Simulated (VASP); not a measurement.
Input of a VASP 6.6.1 run:

Contents of INCAR:

```
SYSTEM = SnBr4Cl
PREC     = Accurate       ! precision mode
ENCUT    = 520            ! plane-wave cutoff, eV
EDIFF    = 1E-7           ! SCF threshold, eV
ISMEAR   = 0              ! smearing method
SIGMA    = 0.1            ! smearing width, eV
LREAL    = .False.        ! projectors in reciprocal space
LASPH    = .True.         ! aspherical terms in the spheres
NELM     = 60             ! most SCF steps
ALGO     = Normal         ! electronic algorithm
ISIF     = 2              ! what is computed and relaxed
LWAVE    = .False.        ! write WAVECAR
LCHARG   = .False.        ! write CHGCAR
GGA      = PE             ! functional
NBANDS   = 34             ! bands
```

The input KPOINTS:

```
Automatic mesh
0
Gamma
  8 8 8
  0 0 0
```

POSCAR

```
SnBr4Cl
1.0
    0.0000000000      4.3614146982      4.3614146982
    4.3614146982      0.0000000000      4.3614146982
    4.3614146982      4.3614146982      0.0000000000
Sn Br Cl
1 4 1
Direct
    0.2500000000      0.2500000000      0.2500000000
    0.1246416376      0.6251194541      0.6251194541
    0.6251194541      0.1246416376      0.6251194541
    0.6251194541      0.6251194541      0.1246416376
    0.6251194541      0.6251194541      0.6251194541
    0.0000000000      0.0000000000      0.0000000000
```

Potentials or basis: VASP PAW PBE potentials, release 64 (Sn_d, Br, Cl).

Launch:

```sh
$ cat potpaw_PBE.64/Sn_d/POTCAR potpaw_PBE.64/Br/POTCAR potpaw_PBE.64/Cl/POTCAR > POTCAR
$ mpirun -np 1 vasp_std > vasp.out
```

Problem. Predict the pressure.

Solution. 0.0 GPa.

Problem. What does it give for the band gap on the k mesh?

Solution. Zero (an odd number of electrons rules out a gap without spin polarisation).

Caveat: spin-orbit coupling is left out, which moves the levels of the heavy elements; an odd number of electrons without spin polarisation forces a metal; a magnetic or distorted state may lie lower.
